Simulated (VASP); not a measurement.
# CoO (P-6m2) in VASP: notebook

Aim: see how the results for CoO move with the level of theory and the settings. Levels: PBE+D3(BJ), PBE. Tasks: single point.

Program: VASP 6.6.1. These are calculated values, not measurements. Logs are shortened: lines on timing, memory, paths and dates and some standing lists are left out, and cuts for length are marked.

**1. The cell of the first run**

Symmetry: P-6m2, No. 187, hexagonal system. The conventional cell has a = 2.801 Å, b = 2.801 Å, c = 2.715 Å, α = 90.00°, β = 90.00°, γ = 120.00°. Co (site symmetry -6m2) has 6 O at 2.11 Å and 8 Co at 2.71 to 2.80 Å within 2.9 Å. O (site symmetry -6m2) has 6 Co at 2.11 Å and 8 O at 2.71 to 2.80 Å within 2.9 Å.

**2. Single point, PBE+D3(BJ), collinear spin, ferromagnetic start**

File INCAR:

```
SYSTEM = CoO
PREC = Accurate ; ENCUT = 700
EDIFF = 1E-6 ; ISMEAR = -1
SIGMA = 0.05 ; LREAL = .False.
LASPH = .True. ; NELM = 200
ALGO = Normal ; ISIF = 2
LWAVE = .False. ; LCHARG = .False.
ISPIN = 2 ; MAGMOM = 2 0
LORBIT = 11 ; LMAXMIX = 4
GGA = PE ; IVDW = 12
NBANDS = 22 ; GGA_COMPAT = .False.
```

File KPOINTS:

```
regular mesh
0
Gamma
  11 11 10
  0 0 0
```

File POSCAR:

```
CoO
1.0
    2.8014551597     -0.0000000028      0.0000000000
   -1.4007275774      2.4261313373      0.0000000000
    0.0000000000      0.0000000000      2.7145956023
Co O
1 1
Direct
    0.0000000000      0.0000000000      0.0000000000
    0.6666666667      0.3333333333      0.5000000000
```

Potentials or basis: VASP PAW PBE potentials, release 64 (Co_sv, O).

Launch:

```sh
$ cat potpaw_PBE.64/Co_sv/POTCAR potpaw_PBE.64/O/POTCAR > POTCAR
$ mpirun -np 1 vasp_std > vasp.out
```

OUTCAR:

```text
SYSTEM = CoO
   PREC = Accurate
   ENCUT = 700
   EDIFF = 1E-6
   ISMEAR = -1
   LREAL = .False.
   LASPH = .True.
   NELM = 200
   ISIF = 2
   ISPIN = 2
   LORBIT = 11
   GGA = PE
   IVDW = 12
 IVDW          = 12

 ion  position               nearest neighbor table
   1  0.000  0.000  0.000-   2 2.11   2 2.11   2 2.11   2 2.11   2 2.11   2 2.11
   2  0.667  0.333  0.500-   1 2.11   1 2.11   1 2.11   1 2.11   1 2.11   1 2.11

  LATTYP: Found a hexagonal cell.
 ALAT       =     2.8014551597
 C/A-ratio  =     0.9689948429

  Lattice vectors:

 A1 = (   2.8014551597,  -0.0000000028,   0.0000000000)
 A2 = (  -1.4007275774,   2.4261313373,   0.0000000000)
 A3 = (   0.0000000000,   0.0000000000,   2.7145956023)

Analysis of symmetry for initial positions (statically):
=====================================================================
 Subroutine PRICEL returns:
 Original cell was already a primitive cell.

 Routine SETGRP: Setting up the symmetry group for a
 hexagonal supercell.

 Subroutine GETGRP returns: Found 12 space group operations
 (whereof 12 operations were pure point group operations)
 out of a pool of 24 trial point group operations.

The static configuration has the point symmetry D_3h.

Analysis of symmetry for dynamics (positions and initial velocities):
=====================================================================
 Subroutine PRICEL returns:
 Original cell was already a primitive cell.

 Routine SETGRP: Setting up the symmetry group for a
 hexagonal supercell.

 Subroutine GETGRP returns: Found 12 space group operations
 (whereof 12 operations were pure point group operations)
 out of a pool of 24 trial point group operations.

The dynamic configuration has the point symmetry D_3h.

Analysis of structural, dynamic, and magnetic symmetry:
=====================================================================
 Subroutine PRICEL returns:
 Original cell was already a primitive cell.

 Routine SETGRP: Setting up the symmetry group for a
 hexagonal supercell.

 Subroutine GETGRP returns: Found 12 space group operations
 (whereof 12 operations were pure point group operations)
 out of a pool of 24 trial point group operations.

The overall configuration has the point symmetry D_3h.

 Subroutine INISYM returns: Found 12 space group operations
 (whereof 12 operations are pure point group operations),
 and found     1 'primitive' translations

----------------------------------------------------------------------------------------

                                     Primitive cell
[... 113 lines left out ...]
  Fermi-wavevector in a.u.,A,eV,Ry     =   1.761907  3.329522 42.236804  3.104318
  Thomas-Fermi vector in A             =   2.830384
   LORBIT       =     11    0 simple, 1 ext, 2 COOP (PROOUT), +10 PAW based schemes
   GGA     = PE    functional components
   LHFCALC =     F    Hartree Fock is set to
   AEXX    =    0.0000 exact exchange contribution
   IVDW    =    12    specifies the selected vdW correction
   LEPSILON=     F    determine dielectric tensor
   LRPA    =     F    only Hartree local field effects (RPA)
 spin polarized calculation
  energy-cutoff  :      700.00
  volume of cell :       18.45
 maximum number of plane-waves:       802
   NGX = 13   NGY = 13   NGZ = 11

 number of electron      23.0000017 magnetization       2.9999798

 Free energy of the ion-electron system (eV)
  ---------------------------------------------------
  ext. energy  EPLUGINS =         0.00000000
  ---------------------------------------------------
  free energy    TOTEN  =       -13.02067398 eV

  energy without entropy =      -12.99459966  energy(sigma->0) =      -13.00763682

 E-fermi :   9.5947     XC(G=0): -12.9991

 val. band max:        9.5896168341   @ k =   0.3636   0.0000   0.4000
 cond. band min:       9.5949553912   @ k =   0.0000   0.0000   0.1000
 fundamental gap:      0.0053385571
 Fermi energy:         9.5946699649

 spin component 1

 k-point     1 :       0.0000    0.0000    0.0000
  band No.  band energies     occupation
      1     -87.6663      1.00000
      2     -51.0954      1.00000
      3     -50.7893      1.00000
      4     -50.7893      1.00000
      5     -11.1763      1.00000
      6       4.4917      1.00000
[... 589 lines left out ...]
     21      37.7059      0.00000
     22      39.3357      0.00000

 [... further k-points ...]

 spin component 2

 k-point     1 :       0.0000    0.0000    0.0000
  band No.  band energies     occupation
      1     -84.5915      1.00000
      2     -47.9170      1.00000
      3     -47.8793      1.00000
      4     -47.8793      1.00000
      5     -10.5335      1.00000
      6       5.7932      1.00000
[... 589 lines left out ...]
     21      38.0899      0.00000
     22      39.8248      0.00000

 [... further k-points ...]

------------------------ aborting loop because EDIFF is reached ----------------------------------------

 Edisp (eV)   -0.46596

 E8    (eV) :    -0.1780

  FORCE on cell =-STRESS in cart. coord.  units (eV):
  Direction    XX          YY          ZZ          XY          YZ          ZX
  --------------------------------------------------------------------------------------
  -------------------------------------------------------------------------------------
  Total      -0.13483    -0.13483    -0.13852    -0.00000     0.00000    -0.00000
  in kB     -11.70839   -11.70839   -12.02854    -0.00000     0.00000    -0.00000
  external pressure =      -11.82 kB  Pullay stress =        0.00 kB

 VOLUME and BASIS-vectors are now :
 -----------------------------------------------------------------------------
  energy-cutoff  :      700.00
  volume of cell :       18.45
      direct lattice vectors                 reciprocal lattice vectors
     2.801455160 -0.000000003  0.000000000     0.356957347  0.206089420  0.000000000
    -1.400727577  2.426131337  0.000000000     0.000000000  0.412178840  0.000000000
     0.000000000  0.000000000  2.714595602     0.000000000  0.000000000  0.368378995

 POSITION                                       TOTAL-FORCE (eV/Angst)
 -----------------------------------------------------------------------------------
      0.00000      0.00000      0.00000         0.000000     -0.000000      0.000000
      1.40073      0.80871      1.35730        -0.000000      0.000000      0.000000
 -----------------------------------------------------------------------------------
    total drift:                                0.000000     -0.000000      0.000000

  FREE ENERGIE OF THE ION-ELECTRON SYSTEM (eV)
  ---------------------------------------------------
  free  energy   TOTEN  =       -13.4866360450 eV

  energy  without entropy=      -13.4605617250  energy(sigma->0) =      -13.47359889

 total charge

# of ion       s       p       d       tot
------------------------------------------
    1        2.152   6.078   6.659  14.888
    2        1.559   3.420   0.000   4.979
--------------------------------------------------
tot          3.711   9.498   6.659  19.867

 magnetization (x)

# of ion       s       p       d       tot
------------------------------------------
    1        0.006   0.007   2.514   2.526
    2        0.027   0.376   0.000   0.403
--------------------------------------------------
tot          0.033   0.383   2.514   2.930
```

OSZICAR:

```text
N       E                     dE             d eps       ncg     rms          rms(c)
DAV:   1     0.269319986667E+03    0.26932E+03   -0.14545E+04 10782   0.296E+03
DAV:   2    -0.357472625551E+01   -0.27289E+03   -0.25907E+03 12570   0.718E+02
DAV:   3    -0.157151040255E+02   -0.12140E+02   -0.12045E+02 11894   0.131E+02
DAV:   4    -0.158249735399E+02   -0.10987E+00   -0.10982E+00 10148   0.107E+01
DAV:   5    -0.158288251879E+02   -0.38516E-02   -0.38516E-02 11776   0.218E+00    0.181E+01
DAV:   6    -0.146438929103E+02    0.11849E+01   -0.20563E+01 13926   0.933E+01    0.312E+01
DAV:   7    -0.131308103098E+02    0.15131E+01   -0.10153E+01 11598   0.671E+01    0.915E+00
DAV:   8    -0.130298016712E+02    0.10101E+00   -0.45840E-01 13344   0.102E+01    0.511E+00
DAV:   9    -0.130608573783E+02   -0.31056E-01   -0.20645E-01 15302   0.729E+00    0.322E+00
DAV:  10    -0.130204391837E+02    0.40418E-01   -0.90741E-02 13726   0.667E+00    0.686E-01
DAV:  11    -0.130208258108E+02   -0.38663E-03   -0.10922E-02 12956   0.140E+00    0.265E-01
DAV:  12    -0.130208463759E+02   -0.20565E-04   -0.14976E-03 12860   0.598E-01    0.217E-01
DAV:  13    -0.130206930830E+02    0.15329E-03   -0.87132E-04 14058   0.560E-01    0.739E-02
DAV:  14    -0.130206766893E+02    0.16394E-04   -0.95041E-05 11286   0.111E-01    0.343E-02
DAV:  15    -0.130206749225E+02    0.17668E-05   -0.41665E-05 13972   0.916E-02    0.169E-02
DAV:  16    -0.130206739822E+02    0.94024E-06   -0.42972E-06 11498   0.361E-02
   1 F= -.13486636E+02 E0= -.13473599E+02  d E =-.260743E-01  mag=     2.9997
```

Run time: 2.5 min. Hardware: 1 thread of AMD EPYC 7R43 (Zen 3), shared host; peak memory 0.18 GiB.

What came out:

```
Free energy                                           : -13.4866 eV
Pressure                                              : -1.2 GPa
Band gap on the k mesh                                : zero (filled and empty bands overlap)
Net moment                                            : 3.00 μB per cell
Site moments                                          : Co +2.53; O +0.40 μB
Valence electrons inside the program's atomic spheres : Co 14.89; O 4.98
Dispersion energy per atom                            : -0.233 eV
```

Levels at points of the mesh, in eV from the Fermi level:
Spin up:
```csv
k point,band 9,band 10,band 11,band 12,band 13,band 14,band 15,band 16,band 17,band 18
"(0.00, 0.00, 0.00)",-3.86,-2.95,-2.95,-1.04,-1.04,0.74,14.62,16.33,16.33,18.82
"(0.00, 0.00, 0.50)",-3.35,-3.35,-2.25,-1.29,-1.29,6.87,7.02,21.69,21.69,21.69
```
Spin down:
```
           k point  band 8  band 9  band 10  band 11  band 12  band 13
(0.00, 0.00, 0.00)   -3.19   -2.78     0.27     0.27     0.81     0.81
(0.00, 0.00, 0.50)   -3.14   -1.04    -1.04    -0.15     0.95     0.95
```

Caveat: a cell with one magnetic atom can't hold antiferromagnetic order, which such compounds often take; semilocal functionals often make such compounds metallic where correlation or magnetic order opens a gap, which also shifts bond lengths.

**3. Single point, PBE, collinear spin, ferromagnetic start**

This run uses another cell than the first one, of 9.85 Å³/atom.

File INCAR:

```
SYSTEM = CoO
  PREC = Accurate
  ENCUT = 1340
  EDIFF = 1E-6
  ISMEAR = -1
  SIGMA = 0.05
  LREAL = .FALSE.
  LASPH = .TRUE.
  NELM = 200
  ALGO = Normal
  ISIF = 2
  LWAVE = .FALSE.
  LCHARG = .FALSE.
  ISPIN = 2
  MAGMOM = 2 0
  LORBIT = 11
  LMAXMIX = 4
  GGA = PE
  NBANDS = 22
  GGA_COMPAT = .FALSE.
```

File KPOINTS:

```
regular mesh
0
G
  11 11 10
  0 0 0
```

File POSCAR:

```
CoO
1.0
    2.8562992300      0.0000000000      0.0000000000
   -1.4281496100      2.4736276900      0.0000000000
    0.0000000000      0.0000000000      2.7876065300
Co O
1 1
Direct
    0.0000000000      0.0000000000      0.0000000000
    0.6666666667      0.3333333333      0.5000000000
```

Potentials or basis: VASP PAW PBE potentials, release 64 (Co_sv, O_h).

Launch:

```sh
$ cat potpaw_PBE.64/Co_sv/POTCAR potpaw_PBE.64/O_h/POTCAR > POTCAR
$ mpirun -np 1 vasp_std > vasp.out
```

OUTCAR:

```text
SYSTEM = CoO
   PREC = Accurate
   ENCUT = 1340
   EDIFF = 1E-6
   ISMEAR = -1
   LREAL = .FALSE.
   LASPH = .TRUE.
   NELM = 200
   ISIF = 2
   ISPIN = 2
   LORBIT = 11
   GGA = PE

 ion  position               nearest neighbor table
   1  0.000  0.000  0.000-
   2  0.667  0.333  0.500-

  LATTYP: Found a hexagonal cell.
 ALAT       =     2.8562992300
 C/A-ratio  =     0.9759504539

  Lattice vectors:

 A1 = (   2.8562992300,   0.0000000000,   0.0000000000)
 A2 = (  -1.4281496100,   2.4736276900,   0.0000000000)
 A3 = (   0.0000000000,   0.0000000000,   2.7876065300)

Analysis of symmetry for initial positions (statically):
=====================================================================
 Subroutine PRICEL returns:
 Original cell was already a primitive cell.

 Routine SETGRP: Setting up the symmetry group for a
 hexagonal supercell.

 Subroutine GETGRP returns: Found 12 space group operations
 (whereof 12 operations were pure point group operations)
 out of a pool of 24 trial point group operations.

The static configuration has the point symmetry D_3h.

[... 1384 lines left out ...]
     21      36.5684      0.00000
     22      38.1853      0.00000

 [... further k-points ...]

------------------------ aborting loop because EDIFF is reached ----------------------------------------

  FORCE on cell =-STRESS in cart. coord.  units (eV):
  Direction    XX          YY          ZZ          XY          YZ          ZX
  --------------------------------------------------------------------------------------
  -------------------------------------------------------------------------------------
  Total       -0.8785049     -0.8785049     -1.4297675     -0.0000000     -0.0000000      0.0000000
  in kB      -71.4636610    -71.4636608   -116.3071697     -0.0000001     -0.0000000      0.0000000
  external PRESSURE =     -86.4114972 kB  Pullay stress =       0.0000000 kB

 VOLUME and BASIS-vectors are now :
 -----------------------------------------------------------------------------
  energy-cutoff  :     1340.00
  volume of cell :       19.70
      direct lattice vectors                 reciprocal lattice vectors
     2.856299230  0.000000000  0.000000000     0.350103375  0.202132277  0.000000000
    -1.428149610  2.473627690  0.000000000     0.000000000  0.404264556  0.000000000
     0.000000000  0.000000000  2.787606530     0.000000000  0.000000000  0.358730685

 POSITION                                       TOTAL-FORCE (eV/Angst)
 -----------------------------------------------------------------------------------
      0.00000      0.00000      0.00000        -0.000000      0.000000      0.000000
      1.42815      0.82454      1.39380         0.000000      0.000000      0.000000
 -----------------------------------------------------------------------------------
    total drift:                               -0.000000      0.000000      0.000000

  FREE ENERGIE OF THE ION-ELECTRON SYSTEM (eV)
  ---------------------------------------------------
  free  energy   TOTEN  =       -13.0047470721 eV

  energy  without entropy=      -12.9763779266  energy(sigma->0) =      -12.99056250

 total charge

# of ion       s       p       d       tot
------------------------------------------
    1        2.144   6.066   6.642  14.851
    2        1.049   2.278   0.000   3.326
--------------------------------------------------
tot          3.193   8.343   6.642  18.178

 magnetization (x)

# of ion       s       p       d       tot
------------------------------------------
    1        0.006   0.007   2.521   2.534
    2        0.023   0.273   0.000   0.297
--------------------------------------------------
tot          0.029   0.280   2.521   2.830
```

stdout:

```text
POSCAR found type information on POSCAR CoO
 POSCAR found :  2 types and       2 ions
 scaLAPACK will be used
 LDA part: xc-table for (Slater+PW92), standard interpolation
 POSCAR, INCAR and KPOINTS ok, starting setup
 FFT: planning ... GRIDC
 FFT: planning ... GRID_SOFT
 FFT: planning ... GRID
 WAVECAR not read
 entering main loop
```

Wall time 4.1 min (1 thread of AMD EPYC 9R45 (Zen 5), shared host); peak memory 0.39 GiB.

Results:

```
Free energy                                           : -13.0047 eV
Pressure                                              : -8.6 GPa
Band gap on the k mesh                                : zero (filled and empty bands overlap)
Net moment                                            : 3.00 μB per cell
Site moments                                          : Co +2.53; O +0.30 μB
Valence electrons inside the program's atomic spheres : Co 14.85; O 3.33
```

Levels at points of the mesh, in eV from the Fermi level:
Spin up:
```
           k point  band 11  band 12  band 13  band 14  band 15  band 16
(0.00, 0.00, 0.00)    -2.96    -1.04    -1.04     0.44    14.30    15.95
(0.00, 0.00, 0.50)    -2.19    -1.25    -1.25     6.45     6.69    20.81
```
Spin down:
```
           k point  band 8  band 9  band 10  band 11  band 12  band 13
(0.00, 0.00, 0.00)   -2.96   -2.57     0.35     0.35     0.75     0.75
(0.00, 0.00, 0.50)   -2.78   -0.93    -0.93    -0.23     0.99     0.99
```

Caveat: the cell stands under tension; a cell with one magnetic atom can't hold antiferromagnetic order, which such compounds often take; semilocal functionals often make such compounds metallic where correlation or magnetic order opens a gap, which also shifts bond lengths. With open d or f shells a metallic result of PBE can be an artefact of self-interaction; +U or a hybrid may open a gap.
